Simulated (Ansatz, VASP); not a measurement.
One calculation of FeCo, two programs

```
Fe Co
1.0
     2.85700    0.00000    0.00000
     0.00000    2.85700    0.00000
     0.00000    0.00000    2.85700
Fe Co
1 1
Cartesian
  1.4285 1.4285 1.4285
  0.0000 0.0000 0.0000
```

Alike in both runs: task single point; functional LDA; k mesh 13 × 13 × 13; occupations fermi-dirac, width 0.05 eV; collinear spin.

```csv
,VASP,Ansatz
version,VASP 6.6.1,Ansatz 0.2.0
potentials or method,"VASP PAW LDA potentials, release 64 (Fe, Co), cutoff 600 eV","all-electron LAPW, scalar-relativistic"
```

|  | VASP | Ansatz | Ansatz less VASP |
| --- | --- | --- | --- |
| pressure (GPa) | -20.0 | -19.3 | +0.72 |
| net moment per atom (μB) | 2.20 | 2.24 | +0.034 |
| size of the moment on the site where the two differ most (μB) | 2.67 | 2.76 | +0.094 |

LDA's correlation is that of Perdew and Zunger in VASP and of Perdew and Wang (1992) in Ansatz. Site moments also hang on the region over which each program counts them. Ansatz ran all-electron here, and VASP with PAW potentials.
